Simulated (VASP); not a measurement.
The system is MgZnTe3.

```
Mg Zn Te
1.0
     5.24392    0.00000    0.00000
     0.00000    5.24392    0.00000
     0.00000    0.00000    5.24392
Mg Zn Te
1 1 3
Cartesian
  0.0000 0.0000 0.0000
  2.6220 2.6220 2.6220
  0.0000 2.6220 2.6220
  2.6220 2.6220 0.0000
  2.6220 0.0000 2.6220
```

The cell was built from a structure type or drawn by symmetry, and may not be a known phase.

```yaml
Program: VASP 6.6.1
Task: relaxation of cell and atoms
Functional: PBE
Potentials_or_basis: VASP PAW PBE potentials, release 64 (Mg, Zn, Te)
Cutoff: 600 eV
k_mesh: 8 × 8 × 8
Occupations: gaussian, width 0.1 eV
Spin: no spin polarisation
```

At the start: pressure 2.2 GPa; volume 28.84 Å³/atom.

Task: Where does the relaxation end?

Result: Over 3 steps the energy falls by 9.9 meV/atom and the volume is 30.36 Å³/atom (+5.3 %); space group Pm-3m (No. 221, to 0.1 Å) before and after.

Step by step:
| step | energy change (eV) | largest force (eV/Å) | pressure (GPa) | volume (Å³) |
| --- | --- | --- | --- | --- |
| 1 | 0.0000 | 0.0000 | 2.22 | 144.20 |
| 2 | -0.0486 | 0.0000 | -0.19 | 152.70 |
| 3 | -0.0493 | 0.0000 | -0.03 | 151.82 |

Final structure:
```
CELL_PARAMETERS angstrom
5.33472 0.00000 0.00000
0.00000 5.33472 0.00000
0.00000 0.00000 5.33472
ATOMIC_POSITIONS crystal
Mg 0.00000 0.00000 0.00000
Zn 0.50000 0.50000 0.50000
Te 0.00000 0.50000 0.50000
Te 0.50000 0.50000 0.00000
Te 0.50000 0.00000 0.50000
```
